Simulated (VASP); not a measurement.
# GdO (F-43m) in VASP: a series of runs

Runs on GdO. Level: PBE+U. Tasks: single point.

Everything below comes from runs of VASP 6.6.1. Logs are shortened: lines on timing, memory, paths and dates and some standing lists are left out, and cuts for length are marked.

### Step 1. The cell of the first run

The structure is cubic, space group F-43m (No. 216). The conventional cell has a = 5.418 Å, b = 5.418 Å, c = 5.418 Å, α = 90.00°, β = 90.00°, γ = 90.00°. Gd (site symmetry -43m) has 4 O at 2.35 Å within 3.1 Å. O (site symmetry -43m) has 4 Gd at 2.35 Å within 3.1 Å.

### Step 2. Single point, PBE+U, collinear spin, ferromagnetic start

Contents of INCAR:

```
  PREC = Accurate
  ENCUT = 520
  EDIFF = 1E-6
  ISMEAR = 0
  SIGMA = 0.05
  LREAL = False
  LASPH = True
  NELM = 150
  ALGO = Normal
  ISIF = 2
  LWAVE = False
  LCHARG = True
  ISPIN = 2
  MAGMOM = 7 0
  LORBIT = 11
  LMAXMIX = 6
  LDAU = True
  LDAUTYPE = 2
  LDAUL = 3 -1
  LDAUU = 6 0
  LDAUJ = 0 0
  LDAUPRINT = 1
  GGA = PE
  LELF = True
  LVHAR = True
  NBANDS = 23
```

Contents of KPOINTS:

```
Automatic mesh
0
Gamma
  6 6 6
```

Contents of POSCAR:

```
GdO
1.0
    0.0000000000      2.7089702674      2.7089702674
    2.7089702674      0.0000000000      2.7089702674
    2.7089702674      2.7089702674      0.0000000000
Gd O
1 1
Direct
    0.0000000000      0.0000000000      0.0000000000
    0.2500000000      0.2500000000      0.2500000000
```

Potentials or basis: VASP PAW PBE potentials, release 64 (Gd, O).

On the command line:

```bash
$ cat potpaw_PBE.64/Gd/POTCAR potpaw_PBE.64/O/POTCAR > POTCAR
$ mpirun -np 1 vasp_std > vasp.out
```

OUTCAR:

```text
PREC = Accurate
   ENCUT = 520
   EDIFF = 1E-6
   ISMEAR = 0
   LREAL = False
   LASPH = True
   NELM = 150
   ISIF = 2
   ISPIN = 2
   LORBIT = 11
   GGA = PE

 ion  position               nearest neighbor table
   1  0.000  0.000  0.000-   2 2.35   2 2.35   2 2.35   2 2.35
   2  0.250  0.250  0.250-   1 2.35   1 2.35   1 2.35   1 2.35

  LATTYP: Found a face centered cubic cell.
 ALAT       =     5.4179405348

  Lattice vectors:

 A1 = (   0.0000000000,   2.7089702674,   2.7089702674)
 A2 = (   2.7089702674,   0.0000000000,   2.7089702674)
 A3 = (   2.7089702674,   2.7089702674,   0.0000000000)

Analysis of symmetry for initial positions (statically):
=====================================================================
 Subroutine PRICEL returns:
 Original cell was already a primitive cell.

 Routine SETGRP: Setting up the symmetry group for a
 face centered cubic supercell.

 Subroutine GETGRP returns: Found 24 space group operations
 (whereof 24 operations were pure point group operations)
 out of a pool of 48 trial point group operations.

The static configuration has the point symmetry T_d .

Analysis of symmetry for dynamics (positions and initial velocities):
=====================================================================
 Subroutine PRICEL returns:
 Original cell was already a primitive cell.

 Routine SETGRP: Setting up the symmetry group for a
 face centered cubic supercell.

 Subroutine GETGRP returns: Found 24 space group operations
 (whereof 24 operations were pure point group operations)
 out of a pool of 48 trial point group operations.

The dynamic configuration has the point symmetry T_d .

Analysis of structural, dynamic, and magnetic symmetry:
=====================================================================
 Subroutine PRICEL returns:
 Original cell was already a primitive cell.

 Routine SETGRP: Setting up the symmetry group for a
 face centered cubic supercell.

 Subroutine GETGRP returns: Found 24 space group operations
 (whereof 24 operations were pure point group operations)
 out of a pool of 48 trial point group operations.

The overall configuration has the point symmetry T_d .

 Subroutine INISYM returns: Found 24 space group operations
 (whereof 24 operations are pure point group operations),
 and found     1 'primitive' translations

----------------------------------------------------------------------------------------

                                     Primitive cell

  volume of cell :      39.7597

  direct lattice vectors                    reciprocal lattice vectors
     0.000000000  2.708970267  2.708970267    -0.184571978  0.184571978  0.184571978
     2.708970267  0.000000000  2.708970267     0.184571978 -0.184571978  0.184571978
     2.708970267  2.708970267  0.000000000     0.184571978  0.184571978 -0.184571978

  length of vectors
     3.831062492  3.831062492  3.831062492     0.319688043  0.319688043  0.319688043
[... 113 lines left out ...]

atom =   1  type =  1  l = 3

 onsite density matrix

spin component  1

  0.9919 -0.0000 -0.0001  0.0000  0.0000 -0.0000  0.0000
 -0.0000  0.9983  0.0000  0.0000 -0.0000 -0.0000 -0.0000
 -0.0001  0.0000  0.9920 -0.0000  0.0000  0.0000  0.0000
  0.0000  0.0000 -0.0000  0.9918  0.0000  0.0000 -0.0000
  0.0000 -0.0000  0.0000  0.0000  0.9920  0.0000  0.0001
 -0.0000 -0.0000  0.0000  0.0000  0.0000  0.9920  0.0000
  0.0000 -0.0000  0.0000 -0.0000  0.0001  0.0000  0.9919

spin component  2

  0.0033  0.0000 -0.0001 -0.0000 -0.0000  0.0000  0.0000
  0.0000  0.0101 -0.0000  0.0000  0.0000 -0.0000 -0.0000
 -0.0001 -0.0000  0.0034  0.0000 -0.0000  0.0000 -0.0000
 -0.0000  0.0000  0.0000  0.0032  0.0000 -0.0000  0.0000
 -0.0000  0.0000 -0.0000  0.0000  0.0034 -0.0000  0.0001
  0.0000 -0.0000  0.0000 -0.0000 -0.0000  0.0035 -0.0000
  0.0000 -0.0000 -0.0000  0.0000  0.0001 -0.0000  0.0033

 occupancies and eigenvectors

  o =  0.0032  v =  0.0000  0.0000  0.0000  0.0000  0.0000  0.0000  0.0000  0.0001 -0.0000  0.0001  1.0000 -0.0001  0.0000  0.0001      0.0000  0.0000  0.0000  0.0000  0.0000  0.0000  0.0000  0.0000  0.0000  0.0000  0.0000  0.0000  0.0000  0.0000
  o =  0.0032  v =  0.0000  0.0000  0.0000  0.0000  0.0000  0.0000  0.0000  0.7906 -0.0000  0.6124 -0.0001  0.0001 -0.0000 -0.0001      0.0000  0.0000  0.0000  0.0000  0.0000  0.0000  0.0000  0.0000  0.0000  0.0000  0.0000  0.0000  0.0000  0.0000
  o =  0.0032  v =  0.0000  0.0000  0.0000  0.0000  0.0000  0.0000  0.0000  0.0001  0.0000  0.0001 -0.0001 -0.6124  0.0000  0.7906      0.0000  0.0000  0.0000  0.0000  0.0000  0.0000  0.0000  0.0000  0.0000  0.0000  0.0000  0.0000  0.0000  0.0000
  o =  0.0035  v =  0.0000  0.0000  0.0000  0.0000  0.0000  0.0000  0.0000  0.6124 -0.0000 -0.7906 -0.0000 -0.0001 -0.0000 -0.0001      0.0000  0.0000  0.0000  0.0000  0.0000  0.0000  0.0000  0.0000  0.0000  0.0000  0.0000  0.0000  0.0000  0.0000
  o =  0.0035  v =  0.0000  0.0000  0.0000  0.0000  0.0000  0.0000  0.0000  0.0001  0.0000 -0.0001  0.0000  0.7906 -0.0002  0.6124      0.0000  0.0000  0.0000  0.0000  0.0000  0.0000  0.0000  0.0000  0.0000  0.0000  0.0000  0.0000  0.0000  0.0000
  o =  0.0035  v =  0.0000  0.0000  0.0000  0.0000  0.0000  0.0000  0.0000  0.0000  0.0000 -0.0000 -0.0000  0.0001  1.0000  0.0001      0.0000  0.0000  0.0000  0.0000  0.0000  0.0000  0.0000  0.0000  0.0000  0.0000  0.0000  0.0000  0.0000  0.0000
  o =  0.0101  v =  0.0000  0.0000  0.0000  0.0000  0.0000  0.0000  0.0000  0.0000  1.0000 -0.0000 -0.0000  0.0000 -0.0000  0.0000      0.0000  0.0000  0.0000  0.0000  0.0000  0.0000  0.0000  0.0000  0.0000  0.0000  0.0000  0.0000  0.0000  0.0000
  o =  0.9918  v =  0.0000  0.0000  0.0000  0.2155 -0.5980 -0.0000  0.7720  0.0000  0.0000  0.0000  0.0000  0.0000  0.0000  0.0000      0.0000  0.0000  0.0000  0.0000  0.0000  0.0000  0.0000  0.0000  0.0000  0.0000  0.0000  0.0000  0.0000  0.0000
  o =  0.9918  v = -0.7906 -0.0000 -0.6124  0.0000  0.0000 -0.0000  0.0000  0.0000  0.0000  0.0000  0.0000  0.0000  0.0000  0.0000      0.0000  0.0000  0.0000  0.0000  0.0000  0.0000  0.0000  0.0000  0.0000  0.0000  0.0000  0.0000  0.0000  0.0000
  o =  0.9918  v =  0.0000 -0.0000  0.0000  0.9765  0.1320 -0.0000 -0.1704  0.0000  0.0000  0.0000  0.0000  0.0000  0.0000  0.0000      0.0000  0.0000  0.0000  0.0000  0.0000  0.0000  0.0000  0.0000  0.0000  0.0000  0.0000  0.0000  0.0000  0.0000
  o =  0.9920  v =  0.0000 -0.0000 -0.0000  0.0000  0.0265  0.9994  0.0205  0.0000  0.0000  0.0000  0.0000  0.0000  0.0000  0.0000      0.0000  0.0000  0.0000  0.0000  0.0000  0.0000  0.0000  0.0000  0.0000  0.0000  0.0000  0.0000  0.0000  0.0000
  o =  0.9920  v =  0.0000  0.0000 -0.0000 -0.0000 -0.7901  0.0335 -0.6120  0.0000  0.0000  0.0000  0.0000  0.0000  0.0000  0.0000      0.0000  0.0000  0.0000  0.0000  0.0000  0.0000  0.0000  0.0000  0.0000  0.0000  0.0000  0.0000  0.0000  0.0000
  o =  0.9920  v =  0.6124 -0.0000 -0.7906  0.0000  0.0000 -0.0000  0.0000  0.0000  0.0000  0.0000  0.0000  0.0000  0.0000  0.0000      0.0000  0.0000  0.0000  0.0000  0.0000  0.0000  0.0000  0.0000  0.0000  0.0000  0.0000  0.0000  0.0000  0.0000
  o =  0.9983  v =  0.0000  1.0000 -0.0000  0.0000  0.0000  0.0000 -0.0000  0.0000  0.0000  0.0000  0.0000  0.0000  0.0000  0.0000      0.0000  0.0000  0.0000  0.0000  0.0000  0.0000  0.0000  0.0000  0.0000  0.0000  0.0000  0.0000  0.0000  0.0000

 number of electron      23.9999989 magnetization       7.9165660

 Free energy of the ion-electron system (eV)
  ---------------------------------------------------
  ext. energy  EPLUGINS =         0.00000000
  ---------------------------------------------------
  free energy    TOTEN  =       -21.68856065 eV

  energy without entropy =      -21.68708914  energy(sigma->0) =      -21.68782489

 E-fermi :   3.9549     XC(G=0): -10.0408

 val. band max:        3.9134016009   @ k =   0.3333   0.1667   0.0000
 cond. band min:       4.0526587721   @ k =   0.5000   0.0000   0.0000
 fundamental gap:      0.1392571712
 Fermi energy:         3.9549195286

 spin component 1

 k-point     1 :       0.0000    0.0000    0.0000
  band No.  band energies     occupation
      1     -41.9433      1.00000
      2     -19.1289      1.00000
      3     -19.1289      1.00000
      4     -19.1289      1.00000
      5     -15.3520      1.00000
      6      -4.5121      1.00000
[... 405 lines left out ...]
     22      11.7909      0.00000
     23      13.5738      0.00000
 Fermi energy:         3.9549195286

 spin component 2

 k-point     1 :       0.0000    0.0000    0.0000
  band No.  band energies     occupation
      1     -38.6868      1.00000
      2     -16.7266      1.00000
      3     -16.7266      1.00000
      4     -16.7266      1.00000
      5     -15.2344      1.00000
      6      -1.3932      1.00000
[... 405 lines left out ...]
     22      13.2907      0.00000
     23      14.7910      0.00000

------------------------ aborting loop because EDIFF is reached ----------------------------------------

  FORCE on cell =-STRESS in cart. coord.  units (eV):
  Direction    XX          YY          ZZ          XY          YZ          ZX
  --------------------------------------------------------------------------------------
  -------------------------------------------------------------------------------------
  Total       -0.2552279     -0.2552279     -0.2552279      0.0000000     -0.0000000      0.0000000
  in kB      -10.2848044    -10.2848044    -10.2848044      0.0000000     -0.0000000      0.0000000
  external PRESSURE =     -10.2848044 kB  Pullay stress =       0.0000000 kB

 VOLUME and BASIS-vectors are now :
 -----------------------------------------------------------------------------
  energy-cutoff  :      520.00
  volume of cell :       39.76
      direct lattice vectors                 reciprocal lattice vectors
     0.000000000  2.708970267  2.708970267    -0.184571978  0.184571978  0.184571978
     2.708970267  0.000000000  2.708970267     0.184571978 -0.184571978  0.184571978
     2.708970267  2.708970267  0.000000000     0.184571978  0.184571978 -0.184571978

 POSITION                                       TOTAL-FORCE (eV/Angst)
 -----------------------------------------------------------------------------------
      0.00000      0.00000      0.00000        -0.000000     -0.000000     -0.000000
      1.35449      1.35449      1.35449         0.000000      0.000000      0.000000
 -----------------------------------------------------------------------------------
    total drift:                               -0.000000     -0.000000     -0.000000

  FREE ENERGIE OF THE ION-ELECTRON SYSTEM (eV)
  ---------------------------------------------------
  free  energy   TOTEN  =       -21.6885606456 eV

  energy  without entropy=      -21.6870891422  energy(sigma->0) =      -21.68782489

 total charge

# of ion       s       p       d       f       tot
--------------------------------------------------
    1        2.034   5.641   0.504   6.973  15.152
    2        1.567   3.432   0.000   0.000   4.999
--------------------------------------------------
tot          3.602   9.073   0.504   6.973  20.152

 magnetization (x)

# of ion       s       p       d       f       tot
--------------------------------------------------
    1        0.005  -0.058   0.202   6.915   7.064
    2        0.005   0.002   0.000   0.000   0.006
--------------------------------------------------
tot          0.009  -0.056   0.202   6.915   7.070
```

It took 100 s on 1 thread of Intel Xeon 8259CL, shared host; peak memory 0.19 GiB.

What came out:

```yaml
Free_energy: -21.6886 eV
Pressure: -1.0 GPa
Net_moment: 7.92 μB per cell
Site_moments: Gd +7.06; O +0.01 μB
Valence_electrons_inside_the_program's_atomic_spheres: Gd 15.15; O 5.00
```

Eigenvalues of the final occupation matrices:
```csv
site,spin,trace,eigenvalues
site 1 f,1,6.95,0.99 0.99 0.99 0.99 0.99 0.99 1.00
site 1 f,2,0.03,0.00 0.00 0.00 0.00 0.00 0.00 0.01
```

Caveat: spin-orbit coupling is left out, which moves the levels of the heavy elements; a cell with one magnetic atom can't hold antiferromagnetic order, which such compounds often take.

### Step 3. Single point, PBE+U, collinear spin, ferromagnetic start (19.74 Å³/atom)

This run uses another cell than the first one, of 19.74 Å³/atom.

Changes to INCAR since step 2:

```diff
@@ -11,5 +11,5 @@
   LWAVE = False
-  LCHARG = True
+  LCHARG = False
   ISPIN = 2
-  MAGMOM = 7 0
+  MAGMOM = 7.72 0.02
   LORBIT = 11
@@ -23,4 +23,2 @@
   GGA = PE
-  LELF = True
-  LVHAR = True
   NBANDS = 23
```

KPOINTS is that of step 2.

Contents of POSCAR:

```
GdO
1.0
    0.0000000000      2.7024070237      2.7024070237
    2.7024070237      0.0000000000      2.7024070237
    2.7024070237      2.7024070237      0.0000000000
Gd O
1 1
Direct
    0.0000000000      0.0000000000      0.0000000000
    0.2500000000      0.2500000000      0.2500000000
```

Potentials or basis: VASP PAW PBE potentials, release 64 (Gd, O).

On the command line:

```bash
$ cat potpaw_PBE.64/Gd/POTCAR potpaw_PBE.64/O/POTCAR > POTCAR
$ mpirun -np 1 vasp_std > vasp.out
```

It took 1.7 min on 1 thread of Intel Xeon 8259CL, shared host; peak memory 0.19 GiB.

Results (log left out):

```
Free energy                                           : -21.6895 eV
Pressure                                              : -0.3 GPa
Net moment                                            : 7.92 μB per cell
Site moments                                          : Gd +7.07; O +0.01 μB
Valence electrons inside the program's atomic spheres : Gd 15.16; O 5.00
```

Levels at points of the mesh, in eV from the Fermi level:
Spin up:
| k point | band 12 | band 13 | band 14 | band 15 | band 16 | band 17 | band 18 | band 19 | band 20 | band 21 |
| --- | --- | --- | --- | --- | --- | --- | --- | --- | --- | --- |
| (0.00, 0.00, 0.00) | -8.32 | -5.53 | -5.53 | -5.53 | -2.37 | 2.50 | 2.50 | 4.39 | 4.39 | 4.39 |
| (0.50, 0.00, 0.00) | -8.32 | -5.33 | -5.12 | -5.12 | 0.10 | 2.38 | 2.38 | 2.92 | 4.48 | 4.48 |
| (0.50, 0.50, 0.00) | -8.34 | -6.11 | -4.41 | -4.41 | -0.96 | 1.00 | 4.04 | 4.49 | 4.49 | 7.14 |
Spin down:
```tsv
k point	band 5	band 6	band 7	band 8	band 9	band 10	band 11	band 12
(0.00, 0.00, 0.00)	-19.23	-5.39	-5.39	-5.39	-1.01	2.76	2.76	2.76
(0.50, 0.00, 0.00)	-18.06	-4.99	-4.99	-4.98	1.46	2.44	2.66	2.66
(0.50, 0.50, 0.00)	-17.73	-5.93	-4.30	-4.30	1.00	1.47	2.83	2.89
```

Eigenvalues of the final occupation matrices:
```tsv
site	spin	trace	eigenvalues
site 1 f	1	6.95	0.99 0.99 0.99 0.99 0.99 0.99 1.00
site 1 f	2	0.03	0.00 0.00 0.00 0.00 0.00 0.00 0.01
```

Caveat: spin-orbit coupling is left out, which moves the levels of the heavy elements; a cell with one magnetic atom can't hold antiferromagnetic order, which such compounds often take. The state reached can hang on the start; a lower one may exist.

### Step 4. Single point, PBE+U, collinear spin, ferromagnetic start

This run uses another cell than the first one, of 18.50 Å³/atom.

Contents of INCAR:

```
SYSTEM = GdO
PREC = Accurate ; ENCUT = 520
EDIFF = 1E-7 ; ISMEAR = 0
SIGMA = 0.05 ; LREAL = .False.
LASPH = .True. ; NELM = 150
ALGO = Normal ; ISIF = 2
LWAVE = .False. ; LCHARG = .False.
ISPIN = 2 ; MAGMOM = 7.7 0.02
LORBIT = 11 ; LMAXMIX = 6
LDAU = .True. ; LDAUTYPE = 2
LDAUL = 3 -1 ; LDAUU = 6 0
LDAUJ = 0 0 ; LDAUPRINT = 1
GGA = PE ; NBANDS = 23
```

Contents of KPOINTS:

```
Automatic mesh
0
Gamma
  8 8 8
  0 0 0
```

Contents of POSCAR:

```
GdO
1.0
    0.0000000000      2.6446333951      2.6446333951
    2.6446333951      0.0000000000      2.6446333951
    2.6446333951      2.6446333951      0.0000000000
Gd O
1 1
Direct
    0.0000000000      0.0000000000      0.0000000000
    0.2500000000      0.2500000000      0.2500000000
```

On the command line:

```bash
$ cat potpaw_PBE.64/Gd/POTCAR potpaw_PBE.64/O/POTCAR > POTCAR
$ mpirun -np 1 vasp_std > vasp.out
```

Wall time 2.4 min (1 thread of Intel Xeon 8259CL, shared host); peak memory 0.2 GiB.

It converged, with:

| Item | Value |
| --- | --- |
| Free energy | -21.6447 eV |
| Pressure | 6.9 GPa |
| Net moment | 7.94 μB per cell |
| Site moments | Gd +7.08; O +0.01 μB |
| Valence electrons inside the program's atomic spheres | Gd 15.21; O 5.03 |

Levels at points of the mesh, in eV from the Fermi level:
Spin up:
| k point | band 12 | band 13 | band 14 | band 15 | band 16 | band 17 | band 18 | band 19 | band 20 | band 21 |
| --- | --- | --- | --- | --- | --- | --- | --- | --- | --- | --- |
| (0.00, 0.00, 0.00) | -8.22 | -5.93 | -5.93 | -5.93 | -2.46 | 2.53 | 2.53 | 4.58 | 4.58 | 4.58 |
| (0.50, 0.00, 0.00) | -8.22 | -5.59 | -5.49 | -5.49 | 0.01 | 2.40 | 2.40 | 2.98 | 4.70 | 4.70 |
| (0.50, 0.50, 0.00) | -8.24 | -6.51 | -4.65 | -4.65 | -1.10 | 0.91 | 4.23 | 4.72 | 4.72 | 7.68 |
Spin down:
```tsv
k point	band 5	band 6	band 7	band 8	band 9	band 10	band 11	band 12
(0.00, 0.00, 0.00)	-19.61	-5.81	-5.81	-5.81	-1.06	2.82	2.82	2.82
(0.50, 0.00, 0.00)	-18.14	-5.36	-5.36	-5.23	1.41	2.45	2.69	2.69
(0.50, 0.50, 0.00)	-17.74	-6.36	-4.54	-4.54	0.93	1.38	2.89	2.97
```

Eigenvalues of the final occupation matrices:
```
    site  spin  trace                         eigenvalues
site 1 f     1   6.95  0.99 0.99 0.99 0.99 0.99 0.99 1.00
site 1 f     2   0.03  0.00 0.00 0.00 0.00 0.00 0.00 0.01
```

Caveat: the cell stands under pressure; spin-orbit coupling is left out, which moves the levels of the heavy elements; a cell with one magnetic atom can't hold antiferromagnetic order, which such compounds often take.

### Step 5. The runs side by side

| cell | k mesh | gap on the mesh (eV) | pressure (GPa) | moment (μB) |
| --- | --- | --- | --- | --- |
| a = 3.831 Å, angles 60.0°, 2 atoms | 6 × 6 × 6 | none | -1.0 | 7.92 |
| a = 3.822 Å, angles 60.0°, 2 atoms | 6 × 6 × 6 | none | -0.3 | 7.92 |
| a = 3.740 Å, angles 60.0°, 2 atoms | 8 × 8 × 8 | none | 6.9 | 7.94 |

Alike in all rows: task single point; level PBE+U; potentials or basis VASP PAW PBE potentials, release 64 (Gd, O); spin collinear, ferromagnetic start; Gd f U = 6.0 eV; cutoff (eV) 520; smearing gaussian 0.05 eV.

Caveats: spin-orbit coupling is left out, which moves the levels of the heavy elements; a cell with one magnetic atom can't hold antiferromagnetic order, which such compounds often take; the cell stands under pressure (at least some runs).

Absolute energies hang on the potentials; compare differences alone.
